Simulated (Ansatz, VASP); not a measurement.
## Two plane-wave programs on AlAs

```
Al As
1.0
     0.00000    2.80893    2.86559
     2.80893    0.00000    2.86559
     2.80893    2.80893    0.00000
Al As
1 1
Direct
  0.00000 0.00000 0.00000
  0.25000 0.25000 0.25000
```

Change from the starting cell: strained cell.

Alike in both runs: functional PBEsol; k mesh 8 × 8 × 8; occupations gaussian, width 0.02 eV; no spin polarisation.

Ansatz relaxed the structure, and its values are those at the end. VASP's run is a single point on that final structure, the one shown.

|  | VASP | Ansatz |
| --- | --- | --- |
| version | VASP 6.6.1 | Ansatz 0.2.0 |
| potentials or method | VASP PAW PBE potentials, release 64 (Al, As), cutoff 500 eV | scalar-relativistic, plane waves, PAW |
| valence electrons in the cell | 8 | 18 |

```tsv
	VASP	Ansatz	Ansatz less VASP
gap on the k mesh at the Fermi level (eV)	1.25	1.26	+0.012
least direct gap on the mesh (eV)	1.97	1.95	-0.018
pressure (GPa)	1.0	0.7	-0.28
```

VASP's potentials were made for PBE, not for PBEsol. The functional is the same, so the differences come from potentials, cutoffs and numerics. VASP's potentials hold 8 valence electrons a cell and Ansatz's 18, so a difference there can come from the potentials and not from the codes. Ansatz's warnings: stress scf threshold loose.
